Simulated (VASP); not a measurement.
# CO2 (P4_2/mnm) in VASP: a series of runs, part 2 of 2

VASP 6.6.1. The steps go on from the part before.

### 3 Single point, HSE06

Input file POSCAR:

```
CO2
1.0
    4.1925576030      0.0000000000      0.0000000000
    0.0000000000      4.1925576030      0.0000000000
    0.0000000000      0.0000000000      4.6051156164
C O
2 4
Direct
    0.5000000000      0.5000000000      0.5000000000
    0.0000000000      0.0000000000      0.0000000000
    0.3042678660      0.6957321340      0.5000000000
    0.6957321340      0.3042678660      0.5000000000
    0.1957321340      0.1957321340      0.0000000000
    0.8042678660      0.8042678660      0.0000000000
```

Input file INCAR.step1:

```
SYSTEM = CO2
PREC     = Accurate       ! precision mode
ENCUT    = 520            ! plane-wave cutoff, eV
EDIFF    = 1E-5           ! SCF threshold, eV
ISMEAR   = 0              ! smearing method
SIGMA    = 0.01           ! smearing width, eV
LREAL    = .FALSE.        ! projectors in reciprocal space
LASPH    = .TRUE.         ! aspherical terms in the spheres
NELM     = 100            ! most SCF steps
ALGO     = Normal         ! electronic algorithm
ISIF     = 2              ! what is computed and relaxed
LWAVE    = .TRUE.         ! write WAVECAR
GGA      = PE             ! functional
NBANDS   = 25             ! bands
```

Input file INCAR.step2:

```
SYSTEM = CO2
PREC     = Accurate       ! precision mode
ENCUT    = 520            ! plane-wave cutoff, eV
EDIFF    = 1E-6           ! SCF threshold, eV
ISMEAR   = 0              ! smearing method
SIGMA    = 0.01           ! smearing width, eV
LREAL    = .FALSE.        ! projectors in reciprocal space
LASPH    = .TRUE.         ! aspherical terms in the spheres
NELM     = 100            ! most SCF steps
ALGO     = Normal         ! electronic algorithm
ISIF     = 2              ! what is computed and relaxed
LWAVE    = .FALSE.        ! write WAVECAR
LCHARG   = .TRUE.         ! write CHGCAR
GGA      = PE             ! functional
LHFCALC  = .TRUE.         ! exact exchange
HFSCREEN = 0.2079         ! screening, 1/A
PRECFOCK = Fast         
LELF     = .TRUE.         ! ELF
LVHAR    = .TRUE.       
ISTART   = 1            
NBANDS   = 25             ! bands
```

Input file KPOINTS:

```
regular mesh
0
G
  4 4 4
  0 0 0
```

Potentials or basis: VASP PAW PBE potentials, release 64 (C, O).

On the command line:

```bash
cat potpaw_PBE.64/C/POTCAR potpaw_PBE.64/O/POTCAR > POTCAR
cp INCAR.step1 INCAR
mpirun -np 1 vasp_std > vasp.out
cp INCAR.step2 INCAR
mpirun -np 1 vasp_std > vasp.out
```

OUTCAR:

```text
SYSTEM = CO2
   PREC = Accurate
   ENCUT = 520
   EDIFF = 1E-6
   ISMEAR = 0
   LREAL = .FALSE.
   LASPH = .TRUE.
   NELM = 100
   ISIF = 2
   GGA = PE
   LHFCALC = .TRUE.
   HFSCREEN = 0.2079
   PRECFOCK = Fast
   ISTART = 1

 ion  position               nearest neighbor table
   1  0.500  0.500  0.500-   3 1.16   4 1.16
   2  0.000  0.000  0.000-   5 1.16   6 1.16
   3  0.304  0.696  0.500-   1 1.16
   4  0.696  0.304  0.500-   1 1.16
   5  0.196  0.196  0.000-   2 1.16
   6  0.804  0.804  0.000-   2 1.16

  LATTYP: Found a simple tetragonal cell.
 ALAT       =     4.1925576030
 C/A-ratio  =     1.0984024675

  Lattice vectors:

 A1 = (   4.1925576030,   0.0000000000,   0.0000000000)
 A2 = (   0.0000000000,   4.1925576030,   0.0000000000)
 A3 = (   0.0000000000,   0.0000000000,   4.6051156164)

Analysis of symmetry for initial positions (statically):
=====================================================================
 Subroutine PRICEL returns:
 Original cell was already a primitive cell.

 Routine SETGRP: Setting up the symmetry group for a
 simple tetragonal supercell.

 Subroutine GETGRP returns: Found 16 space group operations
 (whereof  8 operations were pure point group operations)
 out of a pool of 16 trial point group operations.

The static configuration has the point symmetry D_2h.
 The point group associated with its full space group is D_4h.

Analysis of symmetry for dynamics (positions and initial velocities):
=====================================================================
 Subroutine PRICEL returns:
 Original cell was already a primitive cell.

 Routine SETGRP: Setting up the symmetry group for a
 simple tetragonal supercell.

 Subroutine GETGRP returns: Found 16 space group operations
 (whereof  8 operations were pure point group operations)
 out of a pool of 16 trial point group operations.

The dynamic configuration has the point symmetry D_2h.
 The point group associated with its full space group is D_4h.

 Subroutine INISYM returns: Found 16 space group operations
 (whereof  8 operations are pure point group operations),
 and found     1 'primitive' translations

----------------------------------------------------------------------------------------

                                     Primitive cell

  volume of cell :      80.9466

  direct lattice vectors                    reciprocal lattice vectors
     4.192557603  0.000000000  0.000000000     0.238517892  0.000000000  0.000000000
     0.000000000  4.192557603  0.000000000     0.000000000  0.238517892  0.000000000
     0.000000000  0.000000000  4.605115616     0.000000000  0.000000000  0.217149814

  length of vectors
     4.192557603  4.192557603  4.605115616     0.238517892  0.238517892  0.217149814

  position of ions in fractional coordinates (direct lattice)
     0.500000000  0.500000000  0.500000000
     0.000000000  0.000000000  0.000000000
     0.304267866  0.695732134  0.500000000
     0.695732134  0.304267866  0.500000000
     0.195732134  0.195732134  0.000000000
[... 55 lines left out ...]
  0.500000  0.250000  0.500000      4.000000
  0.500000  0.500000  0.500000      1.000000
   k-points           NKPTS =     18   k-points in BZ     NKDIM =     64   number of bands    NBANDS=     25
   number of dos      NEDOS =    301   number of ions     NIONS =      6
   total plane-waves  NPLWV =  36864
   dimension x,y,z NGX =    32 NGY =   32 NGZ =   36
   dimension x,y,z NGXF=    64 NGYF=   64 NGZF=   72
   ions per type =               2   4
   NGX,Y,Z   is equivalent  to a cutoff of  12.69, 12.69, 13.00 a.u.
   NGXF,Y,Z  is equivalent  to a cutoff of  25.38, 25.38, 25.99 a.u.
 SYSTEM =  CO2
   PREC   = accura    normal or accurate (medium, high low for compatibility)
   ISTART =      1    job   : 0-new  1-cont  2-samecut
   ICHARG =      0    charge: 1-file 2-atom 10-const
   ISPIN  =      1    spin polarized calculation?
   LNONCOLLINEAR =      F non collinear calculations
   LSORBIT =      F    spin-orbit coupling
   LASPH  =      T    aspherical Exc in radial PAW
   ENCUT  =  520.0 eV  38.22 Ry    6.18 a.u.   7.80  7.80  8.56*2*pi/ulx,y,z
   NELM   =    100;   NELMIN=  2; NELMDL=  0     # of ELM steps
   EDIFF  = 0.1E-05   stopping-criterion for ELM
   LREAL  =      F    real-space projection
   EDIFFG = 0.1E-04   stopping-criterion for IOM
   NSW    =      0    number of steps for IOM
   IBRION =     -1    ionic relax: 0-MD 1-quasi-New 2-CG
   NFREE  =      0    steps in history (QN), initial steepest desc. (CG)
   ISIF   =      2    stress and relaxation
   ISYM   =      3    0-nonsym 1-usesym 2-fastsym
   POTIM  = 0.5000    time-step for ionic-motion
   TEBEG  =    0.0;   TEEND  =   0.0 temperature during run
   PSTRESS=    0.0 pullay stress
   NELECT =      32.0000    total number of electrons
   NUPDOWN=      -1.0000    fix difference up-down
   EMIN   =  10.00;   EMAX   =-10.00  energy-range for DOS
   EFERMI =   0.00;   METHOD = LEGACY
   ISMEAR =     0;   SIGMA  =   0.01  broadening in eV -4-tet -1-fermi 0-gaus
   EFERMI_NEDOS =   21; number of points for ismear=-14 and -15
   IALGO  =     38    algorithm
   IMIX   =      1    mixing-type and parameters
     AMIX     =   0.40;   BMIX     =  1.00
     AMIX_MAG =   1.60;   BMIX_MAG =  1.00
  volume/ion in A,a.u.               =      13.49        91.04
  Fermi-wavevector in a.u.,A,eV,Ry     =   1.201504  2.270514 19.641538  1.443612
  Thomas-Fermi vector in A             =   2.337311
   LORBIT       =      0    0 simple, 1 ext, 2 COOP (PROOUT), +10 PAW based schemes
   GGA     = PE    functional components
   LHFCALC =     T    Hartree Fock is set to
   PRECFOCK=fast      Normal, Fast or Accurate (Low or Medium for compatibility)
   ENCUT4O =  -1.0   cutoff for four orbital integrals eV
   NKREDX  =     1    reduce k-point grid by
   NKREDY  =     1    reduce k-point grid by
   NKREDZ  =     1    reduce k-point grid by
   AEXX    =    0.2500 exact exchange contribution
   HFSCREEN=    0.2079 screening length (either q_TF or 0.3 A-1)
   HFSCREENC=   0.2079 screening length for correlation (either q_TF or 0.3 A-1)
   ENCUTFOCK=  -1.0 apply spherical cutoff to Coloumb kernel
   IVDW    =     0    specifies the selected vdW correction
   LEPSILON=     F    determine dielectric tensor
   LRPA    =     F    only Hartree local field effects (RPA)
 non-spin polarized calculation
 Gauss-broadening in eV      SIGMA  =   0.01
  energy-cutoff  :      520.00
  volume of cell :       80.95
 maximum number of plane-waves:      2192
 NGX is ok and might be reduce to    32
  NGX = 18; NGY = 18; NGZ = 20

 number of electron      32.0000015 magnetization

 Free energy of the ion-electron system (eV)
  ---------------------------------------------------
  ext. energy  EPLUGINS =         0.00000000
  ---------------------------------------------------
  free energy    TOTEN  =       -56.75051246 eV

  energy without entropy =      -56.75051246  energy(sigma->0) =      -56.75051246

 E-fermi :  -4.0724     XC(G=0):  -6.8631

 val. band max:       -4.1494294617   @ k =   0.5000   0.5000   0.5000
 cond. band min:       4.2528065358   @ k =   0.0000   0.0000   0.0000
 fundamental gap:      8.4022359975
 Fermi energy:        -4.0723692201

 k-point     1 :       0.0000    0.0000    0.0000
  band No.  band energies     occupation
      1     -26.9209      2.00000
      2     -26.5657      2.00000
      3     -25.5169      2.00000
      4     -25.5169      2.00000
      5     -10.4106      2.00000
      6      -9.9929      2.00000
[... 493 lines left out ...]
     24      11.2757      0.00000
     25      11.3289      0.00000

------------------------ aborting loop because EDIFF is reached ----------------------------------------

  FORCE on cell =-STRESS in cart. coord.  units (eV):
  Direction    XX          YY          ZZ          XY          YZ          ZX
  --------------------------------------------------------------------------------------
  -------------------------------------------------------------------------------------
  Total        1.0721958      1.0721958      0.8942014      0.0000000      0.0000000      0.0000000
  in kB       21.2219881     21.2219881     17.6989425      0.0000000      0.0000000      0.0000000
  external PRESSURE =      20.0476396 kB  Pullay stress =       0.0000000 kB

 VOLUME and BASIS-vectors are now :
 -----------------------------------------------------------------------------
  energy-cutoff  :      520.00
  volume of cell :       80.95
      direct lattice vectors                 reciprocal lattice vectors
     4.192557603  0.000000000  0.000000000     0.238517892  0.000000000  0.000000000
     0.000000000  4.192557603  0.000000000     0.000000000  0.238517892  0.000000000
     0.000000000  0.000000000  4.605115616     0.000000000  0.000000000  0.217149814

 POSITION                                       TOTAL-FORCE (eV/Angst)
 -----------------------------------------------------------------------------------
      2.09628      2.09628      2.30256        -0.000000      0.000000     -0.000000
      0.00000      0.00000      0.00000        -0.000000      0.000000     -0.000000
      1.27566      2.91690      2.30256        -0.051799      0.051799     -0.000000
      2.91690      1.27566      2.30256         0.051799     -0.051799      0.000000
      0.82062      0.82062      0.00000         0.051799      0.051799      0.000000
      3.37194      3.37194      0.00000        -0.051799     -0.051799     -0.000000
 -----------------------------------------------------------------------------------
    total drift:                                0.000000     -0.000001     -0.000005

  FREE ENERGIE OF THE ION-ELECTRON SYSTEM (eV)
  ---------------------------------------------------
  free  energy   TOTEN  =       -56.7505124632 eV

  energy  without entropy=      -56.7505124632  energy(sigma->0) =      -56.75051246
```

Run time: 12 min. Hardware: 1 thread of Intel Xeon Platinum 8559C (Emerald Rapids), shared host; peak memory 0.3 GiB.

What came out:

```yaml
Free_energy: -56.7505 eV
Pressure: 2.0 GPa
Largest_force: 0.073 eV/Å
Band_gap_on_the_k_mesh: 8.40 eV, indirect (least direct gap 8.93 eV)
```

Forces on the atoms (eV/Å):
```
C    0.000  0.000  0.000
C    0.000  0.000  0.000
O   -0.052  0.052  0.000
O    0.052 -0.052  0.000
O    0.052  0.052  0.000
O   -0.052 -0.052  0.000
```

Caveat: the PAW data sets were made with another functional, which shifts forces and pressure a little.
